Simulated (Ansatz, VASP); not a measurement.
## PbSe: VASP beside Ansatz

```
Pb Se
1.0
     0.00000    3.08243    3.08243
     3.08243    0.00000    3.08243
     3.08243    3.08243    0.00000
Pb Se
1 1
Direct
  0.00000 0.00000 0.00000
  0.50000 0.50000 0.50000
```

Change from the starting cell: volume scaled by 1.02, PAW files.

Alike in both runs: task electric field gradients; functional PBEsol; k mesh 7 × 7 × 7; occupations fermi-dirac, width 0.02 eV; no spin polarisation.

```csv
,VASP,Ansatz
version,VASP 6.6.1,Ansatz 0.2.0
potentials or method,"VASP PAW PBE potentials, release 64 (Pb_d, Se)","PAW with Ansatz's default frozen-core files, scalar-relativistic"
plane-wave cutoff (eV),520,420
valence electrons in the cell,20,30
```

|  | VASP | Ansatz | Ansatz less VASP |
| --- | --- | --- | --- |
| pressure (GPa) | -1.6 | -1.6 | 0.00 |

VASP's potentials were made for PBE, not for PBEsol. The functional is the same, so the differences come from potentials, cutoffs and numerics. VASP's potentials hold 20 valence electrons a cell and Ansatz's 30, so a difference there can come from the potentials and not from the codes.

Spin-orbit coupling is off throughout.
